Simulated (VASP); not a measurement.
# TiS2 (P-3m1) in VASP: single point with PBE

Aim: the single point of TiS2 with PBE.

All numbers are computed with VASP 6.6.1; they aren't measurements. Logs are shortened: lines on timing, memory, paths and dates and some standing lists are left out, and cuts for length are marked.

### Step 1. The cell of the first run

The structure is trigonal, space group P-3m1 (No. 164). The conventional cell has a = 3.412 Å, b = 3.412 Å, c = 5.695 Å, α = 90.00°, β = 90.00°, γ = 120.00°. Within 3.2 Å of Ti (site symmetry -3m) lie 6 S at 2.43 Å. Within 3.2 Å of S (site symmetry 3m) lie 3 Ti at 2.43 Å.

### Step 2. Single point, PBE

INCAR

```
SYSTEM = TiS2
PREC = Accurate ; ENCUT = 500
EDIFF = 1E-6 ; ISMEAR = -1
SIGMA = 0.05 ; LREAL = .FALSE.
LASPH = .TRUE. ; NELM = 120
ALGO = Normal ; ISIF = 2
LWAVE = .FALSE. ; LCHARG = .FALSE.
GGA = PE ; NBANDS = 19
GGA_COMPAT = .FALSE.
```

KPOINTS

```
Automatic mesh
0
G
  5 5 3
  0 0 0
```

POSCAR

```
TiS2
1.0
    3.4120000000      0.0000000000      0.0000000000
   -1.7060000000      2.9548786800      0.0000000000
    0.0000000000      0.0000000000      5.6950000000
Ti S
1 2
Direct
    0.0000000000      0.0000000000      0.0000000000
    0.3333333333      0.6666666667      0.2500000000
    0.6666666667      0.3333333333      0.7500000000
```

Potentials or basis: VASP PAW PBE potentials, release 64 (Ti_sv, S).

The run is started by

```bash
$ cat potpaw_PBE.64/Ti_sv/POTCAR potpaw_PBE.64/S/POTCAR > POTCAR
$ mpirun -np 1 vasp_std > vasp.out
```

OUTCAR:

```text
SYSTEM = TiS2
   PREC = Accurate
   ENCUT = 500
   EDIFF = 1E-6
   ISMEAR = -1
   LREAL = .FALSE.
   LASPH = .TRUE.
   NELM = 120
   ISIF = 2
   GGA = PE

 ion  position               nearest neighbor table
   1  0.000  0.000  0.000-   2 2.43   3 2.43   3 2.43   2 2.43   3 2.43   2 2.43
   2  0.333  0.667  0.250-   1 2.43   1 2.43   1 2.43
   3  0.667  0.333  0.750-   1 2.43   1 2.43   1 2.43

  LATTYP: Found a hexagonal cell.
 ALAT       =     3.4120000000
 C/A-ratio  =     1.6691090270

  Lattice vectors:

 A1 = (   3.4120000000,   0.0000000000,   0.0000000000)
 A2 = (  -1.7060000000,   2.9548786800,   0.0000000000)
 A3 = (   0.0000000000,   0.0000000000,   5.6950000000)

Analysis of symmetry for initial positions (statically):
=====================================================================
 Subroutine PRICEL returns:
 Original cell was already a primitive cell.

 Routine SETGRP: Setting up the symmetry group for a
 hexagonal supercell.

 Subroutine GETGRP returns: Found 12 space group operations
 (whereof 12 operations were pure point group operations)
 out of a pool of 24 trial point group operations.

The static configuration has the point symmetry D_3d.

Analysis of symmetry for dynamics (positions and initial velocities):
=====================================================================
 Subroutine PRICEL returns:
 Original cell was already a primitive cell.

 Routine SETGRP: Setting up the symmetry group for a
 hexagonal supercell.

 Subroutine GETGRP returns: Found 12 space group operations
 (whereof 12 operations were pure point group operations)
 out of a pool of 24 trial point group operations.

The dynamic configuration has the point symmetry D_3d.

 Subroutine INISYM returns: Found 12 space group operations
 (whereof 12 operations are pure point group operations),
 and found     1 'primitive' translations

----------------------------------------------------------------------------------------

                                     Primitive cell

  volume of cell :      57.4173

  direct lattice vectors                    reciprocal lattice vectors
     3.412000000  0.000000000  0.000000000     0.293083236  0.169211685  0.000000000
    -1.706000000  2.954878680  0.000000000     0.000000000  0.338423370  0.000000000
     0.000000000  0.000000000  5.695000000     0.000000000  0.000000000  0.175592625

  length of vectors
     3.412000000  3.412000002  5.695000000     0.338423370  0.338423370  0.175592625

  position of ions in fractional coordinates (direct lattice)
     0.000000000  0.000000000  0.000000000
     0.333333333  0.666666667  0.250000000
     0.666666667  0.333333333  0.750000000

  ion indices of the primitive-cell ions
   primitive index   ion index
                 1           1
                 2           2
                 3           3

----------------------------------------------------------------------------------------

 KPOINTS: Automatic mesh

Automatic generation of k-mesh.
 Grid dimensions read from file:
 generate k-points for:    5    5    3

 Generating k-lattice:

  Cartesian coordinates                     Fractional coordinates (reciprocal lattice)
     0.058616647  0.033842337  0.000000000     0.200000000 -0.000000000  0.000000000
     0.000000000  0.067684674  0.000000000     0.000000000  0.200000000  0.000000000
     0.000000000  0.000000000  0.058530875     0.000000000  0.000000000  0.333333333

  Length of vectors
     0.067684674  0.067684674  0.058530875

  Shift w.r.t. Gamma in fractional coordinates (k-lattice)
     0.000000000  0.000000000  0.000000000

 Subroutine IBZKPT returns following result:
 ===========================================

 Found     12 irreducible k-points:

 Following reciprocal coordinates:
            Coordinates               Weight
  0.000000  0.000000  0.000000      1.000000
  0.200000  0.000000  0.000000      6.000000
  0.400000  0.000000  0.000000      6.000000
  0.200000  0.200000  0.000000      6.000000
  0.400000  0.200000  0.000000      6.000000
  0.000000  0.000000  0.333333      2.000000
  0.200000  0.000000  0.333333      6.000000
  0.000000  0.200000  0.333333      6.000000
  0.400000  0.000000  0.333333      6.000000
  0.000000  0.400000  0.333333      6.000000
  0.200000  0.200000  0.333333     12.000000
  0.400000  0.200000  0.333333     12.000000
   k-points           NKPTS =     12   k-points in BZ     NKDIM =     12   number of bands    NBANDS=     19
   number of dos      NEDOS =    301   number of ions     NIONS =      3
   total plane-waves  NPLWV =  32928
   dimension x,y,z NGX =    28 NGY =   28 NGZ =   42
   dimension x,y,z NGXF=    56 NGYF=   56 NGZF=   84
   ions per type =               1   2
   NGX,Y,Z   is equivalent  to a cutoff of  13.64, 13.64, 12.26 a.u.
   NGXF,Y,Z  is equivalent  to a cutoff of  27.29, 27.29, 24.52 a.u.
 SYSTEM =  TiS2
   PREC   = accura    normal or accurate (medium, high low for compatibility)
   ISTART =      0    job   : 0-new  1-cont  2-samecut
   ICHARG =      2    charge: 1-file 2-atom 10-const
   ISPIN  =      1    spin polarized calculation?
   LNONCOLLINEAR =      F non collinear calculations
   LSORBIT =      F    spin-orbit coupling
   LASPH  =      T    aspherical Exc in radial PAW
   ENCUT  =  500.0 eV  36.75 Ry    6.06 a.u.   6.22  6.22 10.38*2*pi/ulx,y,z
   NELM   =    120;   NELMIN=  2; NELMDL= -5     # of ELM steps
   EDIFF  = 0.1E-05   stopping-criterion for ELM
   LREAL  =      F    real-space projection
   EDIFFG = 0.1E-04   stopping-criterion for IOM
   NSW    =      0    number of steps for IOM
   IBRION =     -1    ionic relax: 0-MD 1-quasi-New 2-CG
   NFREE  =      0    steps in history (QN), initial steepest desc. (CG)
   ISIF   =      2    stress and relaxation
   ISYM   =      2    0-nonsym 1-usesym 2-fastsym
   POTIM  = 0.5000    time-step for ionic-motion
   TEBEG  =    0.0;   TEEND  =   0.0 temperature during run
   PSTRESS=    0.0 pullay stress
   NELECT =      24.0000    total number of electrons
   NUPDOWN=      -1.0000    fix difference up-down
   EMIN   =  10.00;   EMAX   =-10.00  energy-range for DOS
   EFERMI =   0.00;   METHOD = LEGACY
   ISMEAR =    -1;   SIGMA  =   0.05  broadening in eV -4-tet -1-fermi 0-gaus
   EFERMI_NEDOS =   21; number of points for ismear=-14 and -15
   IALGO  =     38    algorithm
   IMIX   =      4    mixing-type and parameters
     AMIX     =   0.40;   BMIX     =  1.00
     AMIX_MAG =   1.60;   BMIX_MAG =  1.00
  volume/ion in A,a.u.               =      19.14       129.16
  Fermi-wavevector in a.u.,A,eV,Ry     =   1.224046  2.313112 20.385458  1.498289
  Thomas-Fermi vector in A             =   2.359135
   LORBIT       =      0    0 simple, 1 ext, 2 COOP (PROOUT), +10 PAW based schemes
   GGA     = PE    functional components
   LHFCALC =     F    Hartree Fock is set to
   AEXX    =    0.0000 exact exchange contribution
   IVDW    =     0    specifies the selected vdW correction
   LEPSILON=     F    determine dielectric tensor
   LRPA    =     F    only Hartree local field effects (RPA)
 non-spin polarized calculation
  energy-cutoff  :      500.00
  volume of cell :       57.42
 maximum number of plane-waves:      1473
 NGX is ok and might be reduce to    28
   NGX = 13   NGY = 13   NGZ = 21

 number of electron      23.9999999 magnetization

 Free energy of the ion-electron system (eV)
  ---------------------------------------------------
  ext. energy  EPLUGINS =         0.00000000
  ---------------------------------------------------
  free energy    TOTEN  =       -19.87673738 eV

  energy without entropy =      -19.86517521  energy(sigma->0) =      -19.87095630

 E-fermi :   5.4413     XC(G=0): -10.0952

 val. band max:        5.4051182677   @ k =   0.0000   0.0000   0.0000
 cond. band min:       5.4596877981   @ k =   0.0000   0.4000   0.3333
 fundamental gap:      0.0545695304
 Fermi energy:         5.4412973820

 k-point     1 :       0.0000    0.0000    0.0000
  band No.  band energies     occupation
      1     -52.2403      2.00000
      2     -28.4684      2.00000
      3     -28.4158      2.00000
      4     -28.4158      2.00000
      5      -8.3102      2.00000
      6      -6.6345      2.00000
[... 11 lines left out ...]
     18      11.5106      0.00000
     19      12.2994      0.00000

 k-point     2 :       0.2000    0.0000    0.0000
  band No.  band energies     occupation
      1     -52.2362      2.00000
      2     -28.4612      2.00000
      3     -28.4585      2.00000
      4     -28.4259      2.00000
      5      -7.8645      2.00000
      6      -6.5456      2.00000
[... 11 lines left out ...]
     18      12.9791      0.00000
     19      13.7000      0.00000

 k-point     3 :       0.4000    0.0000    0.0000
  band No.  band energies     occupation
      1     -52.2296      2.00000
      2     -28.5306      2.00000
      3     -28.4456      2.00000
      4     -28.4421      2.00000
      5      -6.9119      2.00000
      6      -6.4578      2.00000
[... 11 lines left out ...]
     18      12.4623      0.00000
     19      12.8394      0.00000

 k-point     4 :       0.2000    0.2000    0.0000
  band No.  band energies     occupation
      1     -52.2309      2.00000
      2     -28.5055      2.00000
      3     -28.4520      2.00000
      4     -28.4471      2.00000
      5      -7.1540      2.00000
      6      -6.4399      2.00000
[... 143 lines left out ...]
     18      11.6427      0.00000
     19      12.1982      0.00000

 k-point    11 :       0.2000    0.2000    0.3333
  band No.  band energies     occupation
      1     -52.2309      2.00000
      2     -28.5055      2.00000
      3     -28.4520      2.00000
      4     -28.4471      2.00000
      5      -6.9956      2.00000
      6      -6.6231      2.00000
[... 11 lines left out ...]
     18      13.3679      0.00000
     19      13.6458      0.00000

 k-point    12 :       0.4000    0.2000    0.3333
  band No.  band energies     occupation
      1     -52.2276      2.00000
      2     -28.5270      2.00000
      3     -28.4725      2.00000
      4     -28.4414      2.00000
      5      -6.5672      2.00000
      6      -6.4033      2.00000
[... 11 lines left out ...]
     18      12.3564      0.00000
     19      13.6840      0.00000

------------------------ aborting loop because EDIFF is reached ----------------------------------------

  FORCE on cell =-STRESS in cart. coord.  units (eV):
  Direction    XX          YY          ZZ          XY          YZ          ZX
  --------------------------------------------------------------------------------------
  -------------------------------------------------------------------------------------
  Total        0.0732869      0.0732869      0.4022393      0.0000000      0.0000000      0.0000000
  in kB        2.0450053      2.0450053     11.2241291      0.0000000      0.0000000      0.0000000
  external PRESSURE =       5.1047133 kB  Pullay stress =       0.0000000 kB

 VOLUME and BASIS-vectors are now :
 -----------------------------------------------------------------------------
  energy-cutoff  :      500.00
  volume of cell :       57.42
      direct lattice vectors                 reciprocal lattice vectors
     3.412000000  0.000000000  0.000000000     0.293083236  0.169211685  0.000000000
    -1.706000000  2.954878680  0.000000000     0.000000000  0.338423370  0.000000000
     0.000000000  0.000000000  5.695000000     0.000000000  0.000000000  0.175592625

 POSITION                                       TOTAL-FORCE (eV/Angst)
 -----------------------------------------------------------------------------------
      0.00000      0.00000      0.00000        -0.000000      0.000000      0.000000
     -0.00000      1.96992      1.42375         0.000000     -0.000000     -0.105774
      1.70600      0.98496      4.27125        -0.000000      0.000000      0.105774
 -----------------------------------------------------------------------------------
    total drift:                               -0.000000     -0.000000     -0.000000

  FREE ENERGIE OF THE ION-ELECTRON SYSTEM (eV)
  ---------------------------------------------------
  free  energy   TOTEN  =       -19.8767373782 eV

  energy  without entropy=      -19.8651752137  energy(sigma->0) =      -19.87095630
```

Run time: 39 s. Hardware: 1 thread of Intel Xeon 8259CL, shared host; peak memory 0.18 GiB.

What came out:

| Property | Result |
| --- | --- |
| Free energy | -19.8767 eV |
| Pressure | 0.5 GPa |
| Largest force | 0.106 eV/Å |
| Band gap on the k mesh | zero (band 12 reaches 5.50 eV, above the bottom of band 13 at 5.46 eV) |

Forces in eV/Å, atoms in the order of the input:
```
Ti   0.000  0.000  0.000
S    0.000  0.000 -0.106
S    0.000  0.000  0.106
```

Stress tensor (GPa, compression positive):
```
0.20 0.00 0.00
0.00 0.20 0.00
0.00 0.00 1.12
```

Caveat: the k points lie up to 0.43 Å⁻¹ apart.
